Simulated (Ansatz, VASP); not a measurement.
## Al in VASP and in Ansatz

File POSCAR:

```
Al
1.0
    2.8124553515      0.0000000000      0.0000000000
   -1.4062276757      2.4356577814      0.0000000000
    0.0000000000      0.0000000000      4.7451787500
Al
2
Direct
    0.6666666667      0.3333333333      0.7500000000
    0.3333333333      0.6666666667      0.2500000000
```

INCAR.step1

```
SYSTEM = Al
  PREC = Accurate
  ENCUT = 520
  ISMEAR = 0
  SIGMA = 0.15
  LREAL = .False.
  LASPH = .True.
  NELM = 80
  NBANDS = 10
  GGA = PE
  ALGO = Normal
  EDIFF = 1E-4
  LWAVE = .True.
  LCHARG = .False.
```

File INCAR.step2:

```
SYSTEM = Al
  PREC = Accurate
  ENCUT = 520
  EDIFF = 1E-7
  ISMEAR = 0
  SIGMA = 0.15
  LREAL = .False.
  LASPH = .True.
  NELM = 80
  ALGO = Normal
  ISIF = 2
  LWAVE = .False.
  LCHARG = .True.
  METAGGA = R2SCAN
  LMIXTAU = .True.
  LELF = .True.
  LVHAR = .True.
  NBANDS = 10
  ISTART = 1
```

File KPOINTS:

```
regular mesh
0
Gamma
  18 18 10
  0 0 0
```

Input for Ansatz:

```yaml
crystal:
  lattice:
    - [2.8124553515, 0.0, 0.0]
    - [-1.4062276757, 2.4356577814, 0.0]
    - [0.0, 0.0, 4.74517875]
  atoms:
    - { symbol: Al, position: [0.6666666667, 0.3333333333, 0.75] }
    - { symbol: Al, position: [0.3333333333, 0.6666666667, 0.25] }
basis:
  ecutwfc: 500
kpoints:
  mp_grid: { grid: [18, 18, 10] }
hamiltonian:
  xc: r2scan
scf:
  occupations: { method: gaussian, width: 0.15 }
output:
  forces: true
  stress: true
  eigenvalues: true
```

Change from the starting cell: strain +0.000 along x and y, -0.025 along z, atoms carried along.

Alike in both runs: task single point; functional r2SCAN; k mesh 18 × 18 × 10; occupations gaussian, width 0.15 eV; no spin polarisation.

```csv
,VASP,Ansatz
version,VASP 6.6.1,Ansatz 0.2.0
potentials or method,"VASP PAW PBE potentials, release 64 (Al), cutoff 520 eV","scalar-relativistic, plane waves, PAW"
valence electrons in the cell,6,6
```

|  | VASP | Ansatz | Ansatz less VASP |
| --- | --- | --- | --- |
| gap on the k mesh at the Fermi level (eV) | none | none | - |
| pressure (GPa) | -1.5 | -1.2 | +0.31 |
| traceless stress, the component that is largest in VASP (GPa) | -0.48 | -0.48 | -0.002 |

VASP's potentials were made for PBE, not for r2SCAN. A gap of «none» marks a metal or a gap that the smearing closes. The functional is the same, so the differences come from potentials, cutoffs and numerics.
